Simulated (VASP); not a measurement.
# Te (I4_1/amd) in VASP: a series of runs

Te is run at these levels: PBE; tasks: single point, relaxation of cell and atoms.

Program: VASP 6.6.1. These are calculated values, not measurements. Logs are shortened: lines on timing, memory, paths and dates and some standing lists are left out, and cuts for length are marked.

### 1 The cell of the first run

Symmetry: I4_1/amd, No. 141, tetragonal system. Conventional cell: a = 7.320 Å, b = 7.320 Å, c = 5.069 Å, α = 90.00°, β = 90.00°, γ = 90.00°. Te (site symmetry -4m2) has 4 Te at 2.64 Å within 3.5 Å. Within 3.5 Å of Te (site symmetry 2/m) lie 6 Te at 2.64 to 2.88 Å.

### 2 Single point, PBE

INCAR reads:

```
PREC     = Accurate       # precision mode
ENCUT    = 520            # plane-wave cutoff, eV
EDIFF    = 1E-6           # SCF threshold, eV
ISMEAR   = 0              # smearing method
SIGMA    = 0.1            # smearing width, eV
LREAL    = F              # projectors in reciprocal space
LASPH    = T              # aspherical terms in the spheres
NELM     = 80             # most SCF steps
ALGO     = Normal         # electronic algorithm
ISIF     = 2              # what is computed and relaxed
LWAVE    = F              # write WAVECAR
LCHARG   = F              # write CHGCAR
GGA      = PE             # functional
NBANDS   = 27             # bands
```

KPOINTS reads:

```
regular mesh
0
Gamma
  4 4 4
```

POSCAR reads:

```
Te
1.0
   -3.6599380200      3.6599380200      2.5342892700
    3.6599380200     -3.6599380200      2.5342892700
    3.6599380200      3.6599380200     -2.5342892700
Te
6
Direct
    0.0000000000      0.0000000000      0.0000000000
    0.7500000000      0.2500000000      0.5000000000
    0.3750000000      0.6250000000      0.7500000000
    0.3750000000      0.1250000000      0.7500000000
    0.3750000000      0.6250000000      0.2500000000
    0.8750000000      0.6250000000      0.2500000000
```

Potentials or basis: VASP PAW PBE potentials, release 64 (Te).

On the command line:

```
$ cat potpaw_PBE.64/Te/POTCAR > POTCAR
$ mpirun -np 1 vasp_std > vasp.out
```

OUTCAR:

```text
PREC = Accurate
   ENCUT = 520
   EDIFF = 1E-6
   ISMEAR = 0
   LREAL = F
   LASPH = T
   NELM = 80
   ISIF = 2
   GGA = PE

 ion  position               nearest neighbor table
   1  0.000  0.000  0.000-   5 2.64   4 2.64   6 2.64   3 2.64   6 3.66   3 3.66   5 3.66   4 3.66

   2  0.750  0.250  0.500-   3 2.64   4 2.64   6 2.64   5 2.64   5 3.66   3 3.66   4 3.66   6 3.66

   3  0.375  0.625  0.750-   1 2.64   2 2.64   5 2.88   5 2.88   4 2.88   4 2.88   2 3.66   1 3.66
                             6 3.66   6 3.66
   4  0.375  0.125  0.750-   1 2.64   2 2.64   3 2.88   6 2.88   3 2.88   6 2.88   2 3.66   1 3.66
                             5 3.66   5 3.66
   5  0.375  0.625  0.250-   2 2.64   1 2.64   6 2.88   3 2.88   3 2.88   6 2.88   2 3.66   1 3.66
                             4 3.66   4 3.66
   6  0.875  0.625  0.250-   1 2.64   2 2.64   4 2.88   5 2.88   5 2.88   4 2.88   1 3.66   2 3.66
                             3 3.66   3 3.66

  LATTYP: Found a body centered tetragonal cell.
 ALAT       =     7.3198760400
 C/A-ratio  =     0.6924404884

  Lattice vectors:

 A1 = (  -3.6599380200,   3.6599380200,   2.5342892700)
 A2 = (   3.6599380200,  -3.6599380200,   2.5342892700)
 A3 = (   3.6599380200,   3.6599380200,  -2.5342892700)

Analysis of symmetry for initial positions (statically):
=====================================================================
 Subroutine PRICEL returns:
 Original cell was already a primitive cell.

 Routine SETGRP: Setting up the symmetry group for a
 body centered tetragonal supercell.

 Subroutine GETGRP returns: Found 16 space group operations
 (whereof  8 operations were pure point group operations)
 out of a pool of 16 trial point group operations.

The static configuration has the point symmetry D_2d.
 The point group associated with its full space group is D_4h.

Analysis of symmetry for dynamics (positions and initial velocities):
=====================================================================
 Subroutine PRICEL returns:
 Original cell was already a primitive cell.

 Routine SETGRP: Setting up the symmetry group for a
 body centered tetragonal supercell.

 Subroutine GETGRP returns: Found 16 space group operations
 (whereof  8 operations were pure point group operations)
 out of a pool of 16 trial point group operations.

The dynamic configuration has the point symmetry D_2d.
 The point group associated with its full space group is D_4h.

 Subroutine INISYM returns: Found 16 space group operations
 (whereof  8 operations are pure point group operations),
 and found     1 'primitive' translations

----------------------------------------------------------------------------------------

                                     Primitive cell

  volume of cell :     135.7887

  direct lattice vectors                    reciprocal lattice vectors
    -3.659938020  3.659938020  2.534289270     0.000000000  0.136614335  0.197293973
     3.659938020 -3.659938020  2.534289270     0.136614335  0.000000000  0.197293973
     3.659938020  3.659938020 -2.534289270     0.136614335  0.136614335  0.000000000

  length of vectors
     5.763064699  5.763064699  5.763064699     0.239975808  0.239975808  0.193201846

  position of ions in fractional coordinates (direct lattice)
     0.000000000  0.000000000  0.000000000
     0.750000000  0.250000000  0.500000000
     0.375000000  0.625000000  0.750000000
     0.375000000  0.125000000  0.750000000
     0.375000000  0.625000000  0.250000000
     0.875000000  0.625000000  0.250000000

  ion indices of the primitive-cell ions
   primitive index   ion index
                 1           1
                 2           2
                 3           3
                 4           4
                 5           5
                 6           6

----------------------------------------------------------------------------------------

 KPOINTS: regular mesh

Automatic generation of k-mesh.
 Grid dimensions read from file:
 generate k-points for:    4    4    4

 Generating k-lattice:

  Cartesian coordinates                     Fractional coordinates (reciprocal lattice)
     0.000000000  0.034153584  0.049323493     0.250000000 -0.000000000  0.000000000
     0.034153584  0.000000000  0.049323493    -0.000000000  0.250000000  0.000000000
     0.034153584  0.034153584  0.000000000     0.000000000  0.000000000  0.250000000

  Length of vectors
     0.059993952  0.059993952  0.048300461

  Shift w.r.t. Gamma in fractional coordinates (k-lattice)
     0.000000000  0.000000000  0.000000000

 Subroutine IBZKPT returns following result:
 ===========================================

 Found     13 irreducible k-points:

 Following reciprocal coordinates:
            Coordinates               Weight
  0.000000  0.000000  0.000000      1.000000
  0.250000  0.000000 -0.000000      8.000000
  0.500000  0.000000 -0.000000      4.000000
  0.250000  0.250000 -0.000000      8.000000
  0.500000  0.250000  0.000000     16.000000
 -0.250000  0.250000  0.000000      4.000000
  0.500000  0.500000 -0.000000      2.000000
  0.250000  0.250000  0.250000      2.000000
 -0.250000  0.250000  0.250000      4.000000
  0.500000  0.500000  0.250000      4.000000
 -0.250000  0.500000  0.250000      8.000000
 -0.250000 -0.250000  0.250000      2.000000
  0.500000  0.500000  0.500000      1.000000
   k-points           NKPTS =     13   k-points in BZ     NKDIM =     13   number of bands    NBANDS=     27
   number of dos      NEDOS =    301   number of ions     NIONS =      6
   total plane-waves  NPLWV = 110592
   dimension x,y,z NGX =    48 NGY =   48 NGZ =   48
   dimension x,y,z NGXF=    96 NGYF=   96 NGZF=   96
   ions per type =               6
   NGX,Y,Z   is equivalent  to a cutoff of  13.85, 13.85, 13.85 a.u.
   NGXF,Y,Z  is equivalent  to a cutoff of  27.69, 27.69, 27.69 a.u.
 SYSTEM =  unknown system
   PREC   = accura    normal or accurate (medium, high low for compatibility)
   ISTART =      0    job   : 0-new  1-cont  2-samecut
   ICHARG =      2    charge: 1-file 2-atom 10-const
   ISPIN  =      1    spin polarized calculation?
   LNONCOLLINEAR =      F non collinear calculations
   LSORBIT =      F    spin-orbit coupling
   LASPH  =      T    aspherical Exc in radial PAW
   ENCUT  =  520.0 eV  38.22 Ry    6.18 a.u.  10.72 10.72 10.72*2*pi/ulx,y,z
   NELM   =     80;   NELMIN=  2; NELMDL= -5     # of ELM steps
   EDIFF  = 0.1E-05   stopping-criterion for ELM
   LREAL  =      F    real-space projection
   EDIFFG = 0.1E-04   stopping-criterion for IOM
   NSW    =      0    number of steps for IOM
   IBRION =     -1    ionic relax: 0-MD 1-quasi-New 2-CG
   NFREE  =      0    steps in history (QN), initial steepest desc. (CG)
   ISIF   =      2    stress and relaxation
   ISYM   =      2    0-nonsym 1-usesym 2-fastsym
   POTIM  = 0.5000    time-step for ionic-motion
   TEBEG  =    0.0;   TEEND  =   0.0 temperature during run
   PSTRESS=    0.0 pullay stress
   NELECT =      36.0000    total number of electrons
   NUPDOWN=      -1.0000    fix difference up-down
   EMIN   =  10.00;   EMAX   =-10.00  energy-range for DOS
   EFERMI =   0.00;   METHOD = LEGACY
   ISMEAR =     0;   SIGMA  =   0.10  broadening in eV -4-tet -1-fermi 0-gaus
   EFERMI_NEDOS =   21; number of points for ismear=-14 and -15
   IALGO  =     38    algorithm
   IMIX   =      4    mixing-type and parameters
     AMIX     =   0.40;   BMIX     =  1.00
     AMIX_MAG =   1.60;   BMIX_MAG =  1.00
  volume/ion in A,a.u.               =      22.63       152.72
  Fermi-wavevector in a.u.,A,eV,Ry     =   1.051690  1.987406 15.048752  1.106052
  Thomas-Fermi vector in A             =   2.186743
   LORBIT       =      0    0 simple, 1 ext, 2 COOP (PROOUT), +10 PAW based schemes
   GGA     = PE    functional components
   LHFCALC =     F    Hartree Fock is set to
   AEXX    =    0.0000 exact exchange contribution
   IVDW    =     0    specifies the selected vdW correction
   LEPSILON=     F    determine dielectric tensor
   LRPA    =     F    only Hartree local field effects (RPA)
 non-spin polarized calculation
 Gauss-broadening in eV      SIGMA  =   0.10
  energy-cutoff  :      520.00
  volume of cell :      135.79
 maximum number of plane-waves:      3694
 NGX is ok and might be reduce to    48
   NGX = 21   NGY = 21   NGZ = 21

 number of electron      35.9999997 magnetization

 Free energy of the ion-electron system (eV)
  ---------------------------------------------------
  ext. energy  EPLUGINS =         0.00000000
  ---------------------------------------------------
  free energy    TOTEN  =        -9.80375562 eV

  energy without entropy =       -9.77874751  energy(sigma->0) =       -9.79125157

 E-fermi :  12.3621     XC(G=0): -10.9185

 val. band max:       12.3136284819   @ k =   0.5000   0.2500   0.0000
 cond. band min:      12.4106033220   @ k =   0.5000   0.5000  -0.0000
 fundamental gap:      0.0969748401
 Fermi energy:        12.3621000669

 k-point     1 :       0.0000    0.0000    0.0000
  band No.  band energies     occupation
      1      -5.3999      2.00000
      2      -1.5379      2.00000
      3      -0.8771      2.00000
      4      -0.8771      2.00000
      5       1.2732      2.00000
      6       1.8628      2.00000
[... 19 lines left out ...]
     26      16.7661      0.00000
     27      17.0661      0.00000

 k-point     2 :       0.2500    0.0000   -0.0000
  band No.  band energies     occupation
      1      -4.8889      2.00000
      2      -2.0323      2.00000
      3      -1.2168      2.00000
      4      -0.9782      2.00000
      5       0.0672      2.00000
      6       1.2848      2.00000
[... 19 lines left out ...]
     26      17.1446      0.00000
     27      17.3344      0.00000

 k-point     3 :       0.5000    0.0000   -0.0000
  band No.  band energies     occupation
      1      -3.6320      2.00000
      2      -3.0920      2.00000
      3      -2.1519      2.00000
      4      -1.0639      2.00000
      5      -0.8501      2.00000
      6       2.5017      2.00000
[... 264 lines left out ...]
      1      -4.0220      2.00000
      2      -2.5045      2.00000
      3      -1.7928      2.00000
      4      -1.0820      2.00000
      5      -1.0820      2.00000
      6       1.1544      2.00000
[... 19 lines left out ...]
     26      15.4489      0.00000
     27      15.5443      0.00000

 k-point    13 :       0.5000    0.5000    0.5000
  band No.  band energies     occupation
      1      -3.6006      2.00000
      2      -3.6006      2.00000
      3      -1.7002      2.00000
      4      -1.7002      2.00000
      5       0.4247      2.00000
      6       0.4247      2.00000
[... 19 lines left out ...]
     26      15.5006      0.00000
     27      16.5519      0.00000

------------------------ aborting loop because EDIFF is reached ----------------------------------------

  FORCE on cell =-STRESS in cart. coord.  units (eV):
  Direction    XX          YY          ZZ          XY          YZ          ZX
  --------------------------------------------------------------------------------------
  -------------------------------------------------------------------------------------
  Total       37.5653676     37.5653676     51.2567957      0.0000000      0.0000000      0.0000000
  in kB      443.2355512    443.2355512    604.7813607      0.0000000      0.0000000      0.0000000
  external PRESSURE =     497.0841544 kB  Pullay stress =       0.0000000 kB

 VOLUME and BASIS-vectors are now :
 -----------------------------------------------------------------------------
  energy-cutoff  :      520.00
  volume of cell :      135.79
      direct lattice vectors                 reciprocal lattice vectors
    -3.659938020  3.659938020  2.534289270     0.000000000  0.136614335  0.197293973
     3.659938020 -3.659938020  2.534289270     0.136614335  0.000000000  0.197293973
     3.659938020  3.659938020 -2.534289270     0.136614335  0.136614335  0.000000000

 POSITION                                       TOTAL-FORCE (eV/Angst)
 -----------------------------------------------------------------------------------
      0.00000      0.00000      0.00000         0.000000     -0.000000      0.000000
      0.00000      3.65994      1.26714        -0.000000      0.000000     -0.000000
      3.65994      1.82997      0.63357         0.000000     -0.000000     -0.000000
      1.82997      3.65994     -0.63357         0.000000     -0.000000     -0.000000
      1.82997     -0.00000      1.90072         0.000000     -0.000000     -0.000000
     -0.00000      1.82997      3.16786         0.000000     -0.000000     -0.000000
 -----------------------------------------------------------------------------------
    total drift:                                0.000000     -0.000000     -0.000000

  FREE ENERGIE OF THE ION-ELECTRON SYSTEM (eV)
  ---------------------------------------------------
  free  energy   TOTEN  =        -9.8037556199 eV

  energy  without entropy=       -9.7787475134  energy(sigma->0) =       -9.79125157
```

Wall time 80 s (1 thread of AMD EPYC 7R43 (Zen 3), shared host); peak memory 0.26 GiB.

Results:

| Item | Value |
| --- | --- |
| Free energy | -9.8038 eV |
| Pressure | 49.7 GPa |
| Band gap on the k mesh | zero (band 18 reaches 13.66 eV, above the bottom of band 19 at 10.53 eV) |

Caveat: the k points lie up to 0.38 Å⁻¹ apart; spin-orbit coupling is left out, which moves the levels of the heavy elements.

### 3 Single point, PBE

This run uses another cell than the first one, of 32.91 Å³/atom, 1.454 times its volume.

INCAR reads:

```
PREC = Accurate ; ENCUT = 520
EDIFF = 1E-7 ; ISMEAR = 0
SIGMA = 0.1 ; LREAL = F
LASPH = T ; NELM = 60
ALGO = Normal ; ISIF = 2
LWAVE = F ; LCHARG = T
GGA = PE ; LELF = T
LVHAR = T ; NBANDS = 27
```

KPOINTS reads:

```
Automatic mesh
0
Gamma
  4 4 4
```

POSCAR: that of step 2 with these lines changed.

```diff
@@ -2,5 +2,5 @@
 1.0
-   -3.6599380200      3.6599380200      2.5342892700
-    3.6599380200     -3.6599380200      2.5342892700
-    3.6599380200      3.6599380200     -2.5342892700
+   -3.8479250086      3.8479250086      3.3340154307
+    3.8479250086     -3.8479250086      3.3340154307
+    3.8479250086      3.8479250086     -3.3340154307
 Te
```

Potentials or basis: VASP PAW PBE potentials, release 64 (Te).

On the command line:

```
$ cat potpaw_PBE.64/Te/POTCAR > POTCAR
$ mpirun -np 1 vasp_std > vasp.out
```

It took 1.8 min on 1 thread of AMD EPYC 7R43 (Zen 3), shared host; peak memory 0.29 GiB.

Results (log left out):

* Free energy: -17.9544 eV
* Pressure: -0.1 GPa
* Band gap on the k mesh: zero (band 18 reaches 7.59 eV, above the bottom of band 19 at 5.72 eV)

Stress tensor (GPa, compression positive):
```
-0.04  0.00  0.00
 0.00 -0.04  0.00
 0.00  0.00 -0.31
```

Levels at points of the mesh, in eV from the Fermi level:
```csv
k point,band 15,band 16,band 17,band 18,band 19,band 20,band 21,band 22
"(0.00, 0.00, 0.00)",-2.67,-1.58,-0.75,1.09,1.09,1.65,2.17,2.43
"(0.50, 0.00, 0.00)",-1.94,-1.89,-1.83,-0.78,-0.28,0.20,1.12,1.76
"(0.50, 0.50, 0.00)",-2.09,-2.09,-1.22,-1.22,0.16,0.16,1.50,1.50
"(0.50, 0.50, 0.50)",-1.74,-1.74,-1.46,-1.46,-0.77,-0.77,1.08,1.08
```

Caveat: spin-orbit coupling is left out, which moves the levels of the heavy elements.

[end of part 1 of 2]
